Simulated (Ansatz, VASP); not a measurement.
**B in VASP and in Ansatz**

```xyz
1
Lattice="0.0000 1.4283 1.4283 1.4283 0.0000 1.4283 1.4283 1.4283 0.0000" Properties=species:S:1:pos:R:3 pbc="T T T"
B     0.0000    0.0000    0.0000
```

Alike in both runs: task single point; functional BLYP; k mesh 21 × 21 × 21; occupations fermi-dirac, width 0.1 eV; no spin polarisation.

```csv
,VASP,Ansatz
version,VASP 6.6.1,Ansatz 0.2.0
potentials or method,"VASP PAW PBE potentials, release 64 (B), cutoff 520 eV","plane waves (420 eV) with PAW, scalar-relativistic"
valence electrons in the cell,3,3
```

|  | VASP | Ansatz | Ansatz less VASP |
| --- | --- | --- | --- |
| pressure (GPa) | 10.8 | 10.5 | -0.23 |

VASP's potentials were made for PBE, not for BLYP.
